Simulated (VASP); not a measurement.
Input of a VASP 6.6.1 run:

Contents of INCAR:

```
SYSTEM = W
  ALGO = Fast
  EDIFF = 1E-6
  ENCUT = 520
  GGA = CA
  ISIF = 2
  ISMEAR = 0
  LASPH = .True.
  LCHARG = .False.
  LREAL = .False.
  LWAVE = .False.
  NBANDS = 13
  NELM = 100
  PREC = Accurate
  SIGMA = 0.1
```

File KPOINTS:

```
k-points
0
Gamma
  48 48 48
  0 0 0
```

File POSCAR:

```
W
1.0
   -1.5676196545      1.5676196545      1.5676196545
    1.5676196545     -1.5676196545      1.5676196545
    1.5676196545      1.5676196545     -1.5676196545
W
1
Direct
    0.0000000000      0.0000000000      0.0000000000
```

Potentials or basis: VASP PAW LDA potentials, release 64 (W_sv).

The run is started by

```sh
$ cat potpaw_LDA.64/W_sv/POTCAR > POTCAR
$ mpirun -np 1 vasp_std > vasp.out
```

What does it give for the pressure?

2.0 GPa.

Predict the band gap on the k mesh.

zero (bands 7 and 8 overlap by 6.66 eV).

Caveat: spin-orbit coupling is left out, which moves the levels of the heavy elements.
